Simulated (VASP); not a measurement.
**Hg: single point with PBEsol**

The system is Hg.

```
Hg
1.0
     3.44194    0.00000    0.00000
    -1.72097    2.98081    0.00000
     0.00000    0.00000   11.06233
Hg
4
Cartesian
  -0.0844 -0.0082 -0.0137
  2.5991 1.7360 2.7792
  2.9527 0.0082 5.5175
  1.9902 1.2448 8.3104
```

```
Program             : VASP 6.6.1
Task                : single point
Functional          : PBEsol
Potentials or basis : VASP PAW PBE potentials, release 64 (Hg)
Cutoff              : 520 eV
k mesh              : 8 × 8 × 2
Occupations         : fermi-dirac, width 0.02 eV
Spin                : no spin polarisation
```

```json
{
 "Pressure": "-3.1 GPa",
 "Largest force": "0.015 eV/Å",
 "Band gap on the k mesh": "zero (bands 24 and 25 overlap by 0.86 eV)"
}
```

Forces in eV/Å, atoms in the order of the input:
```
Hg   0.001  0.000  0.010
Hg  -0.010 -0.006 -0.010
Hg  -0.001  0.000  0.010
Hg   0.010  0.006 -0.010
```

Stress tensor (GPa, compression positive):
```
-3.63 -0.39  0.00
-0.39 -3.18  0.00
 0.00  0.00 -2.36
```

Levels at points of the mesh, in eV from the Fermi level:
```csv
k point,band 21,band 22,band 23,band 24,band 25,band 26,band 27,band 28
"(0.00, 0.00, 0.00)",-5.70,-5.66,-5.33,-1.59,-0.72,6.10,6.23,10.29
"(0.50, 0.00, 0.00)",-2.58,-1.96,-1.71,-0.92,0.18,0.43,1.96,3.05
"(0.00, 0.50, 0.00)",-2.27,-2.23,-1.10,-0.96,-0.39,-0.29,2.65,2.74
"(0.50, 0.50, 0.00)",-2.27,-2.23,-1.06,-1.00,-0.35,-0.33,2.70,2.70
"(0.00, 0.00, 0.50)",-5.49,-5.49,-3.88,-3.88,2.24,2.24,10.46,10.46
"(0.50, 0.00, 0.50)",-2.41,-2.41,-1.06,-1.06,0.14,0.14,2.01,2.01
"(0.00, 0.50, 0.50)",-2.01,-2.01,-1.76,-1.76,1.09,1.09,1.25,1.25
"(0.50, 0.50, 0.50)",-2.00,-2.00,-1.77,-1.77,1.12,1.12,1.22,1.22
```

It took 4.3 min on 1 thread of Intel Xeon 8259CL, on a shared host, peak memory 0.35 GiB.

Caveat: the cell stands under tension; the PAW data sets were made with another functional, which shifts forces and pressure a little; spin-orbit coupling is left out, which moves the levels of the heavy elements.
